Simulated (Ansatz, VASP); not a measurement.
## TiO2: VASP beside Ansatz

INCAR

```
SYSTEM = TiO2
AGGAC = 1.0
AGGAX = 1.0
ALDAC = 0.0
ALDAX = 1.0
ALGO = Normal
EDIFF = 1E-6
ENCUT = 520
GGA = B5
ISIF = 2
ISMEAR = -1
LASPH = .True.
LCHARG = .True.
LELF = .True.
LREAL = .False.
LVHAR = .True.
LWAVE = .False.
NBANDS = 60
NELM = 100
PREC = Accurate
SIGMA = 0.05
```

File KPOINTS:

```
k-points
0
Gamma
  6 5 6
  0 0 0
```

POSCAR

```
TiO2
1.0
    4.5453495500      0.0000000000      0.0000000000
    0.0000000000      5.5196194400      0.0000000000
    0.0000000000      0.0000000000      4.9091968600
Ti O
4 8
Direct
    0.0000000000      0.1729909300      0.7500000000
    0.5000000000      0.3270090700      0.2500000000
    0.0000000000      0.8270090700      0.2500000000
    0.5000000000      0.6729909300      0.7500000000
    0.2714506200      0.3817246400      0.9186490800
    0.7714506200      0.1182753600      0.0813509200
    0.2285493800      0.1182753600      0.4186490800
    0.7285493800      0.3817246400      0.5813509200
    0.2714506200      0.6182753600      0.4186490800
    0.7714506200      0.8817246400      0.5813509200
    0.2285493800      0.8817246400      0.9186490800
    0.7285493800      0.6182753600      0.0813509200
```

Contents of input.yaml:

```yaml
crystal:
  lattice:
    - [4.54534955, 0.0, 0.0]
    - [0.0, 5.51961944, 0.0]
    - [0.0, 0.0, 4.90919686]
  atoms:
    - { symbol: Ti, position: [0.0, 0.17299093, 0.75] }
    - { symbol: Ti, position: [0.5, 0.32700907, 0.25] }
    - { symbol: Ti, position: [0.0, 0.82700907, 0.25] }
    - { symbol: Ti, position: [0.5, 0.67299093, 0.75] }
    - { symbol: O, position: [0.27145062, 0.38172464, 0.91864908] }
    - { symbol: O, position: [0.77145062, 0.11827536, 0.08135092] }
    - { symbol: O, position: [0.22854938, 0.11827536, 0.41864908] }
    - { symbol: O, position: [0.72854938, 0.38172464, 0.58135092] }
    - { symbol: O, position: [0.27145062, 0.61827536, 0.41864908] }
    - { symbol: O, position: [0.77145062, 0.88172464, 0.58135092] }
    - { symbol: O, position: [0.22854938, 0.88172464, 0.91864908] }
    - { symbol: O, position: [0.72854938, 0.61827536, 0.08135092] }
hamiltonian:
  xc: blyp
  pseudopotentials: { kind: paw }
kpoints:
  mp_grid: { grid: [6, 5, 6] }
  band_path:
    path:
      - [[0.0, 0.0, 0.0], [-0.5, 0.0, 0.0], [-0.5, 0.0, -0.5], [0.0, 0.0, -0.5], [0.0, 0.0, 0.0], [0.0, -0.5, 0.0], [-0.5, -0.5, 0.0], [-0.5, -0.5, -0.5], [0.0, -0.5, -0.5], [0.0, -0.5, 0.0]]
      - [[0.0, 0.0, -0.5], [0.0, -0.5, -0.5]]
      - [[-0.5, -0.5, 0.0], [-0.5, 0.0, 0.0]]
      - [[-0.5, 0.0, -0.5], [-0.5, -0.5, -0.5]]
    npoints: 10
scf:
  occupations: { method: fermi_dirac, width: 0.05 }
  n_extra_bands: 30
output:
  forces: true
  stress: true
  eigenvalues: true
  fatbands: false
```

Alike in both runs: functional BLYP; k mesh 6 × 5 × 6; occupations fermi-dirac, width 0.05 eV; no spin polarisation.

```csv
,VASP,Ansatz
version,VASP 6.6.1,Ansatz 0.2.0
potentials or method,"VASP PAW PBE potentials, release 64 (Ti_sv, O)",Ansatz PAW
plane-wave cutoff (eV),520,420
valence electrons in the cell,96,96
task,single point,band structure
```

Ansatz gave:

| Property | Result |
| --- | --- |
| gap on the k mesh at the Fermi level (eV) | 2.62 |
| least direct gap on the mesh (eV) | 2.66 |
| pressure (GPa) | 9.8 |
| traceless stress, the component that is largest in VASP (GPa) | 0.23 |
| rms of the force components (eV/Å) | 0.065 |

Question: Which values does VASP return?

Answer: gap on the k mesh at the Fermi level (eV): 2.59; least direct gap on the mesh (eV): 2.63; pressure (GPa): 11.0; traceless stress, the component that is largest in VASP (GPa): 0.34; rms of the force components (eV/Å): 0.044.

VASP's potentials were made for PBE, not for BLYP. Atom by atom the forces differ by 0.036 eV/Å (rms over components).
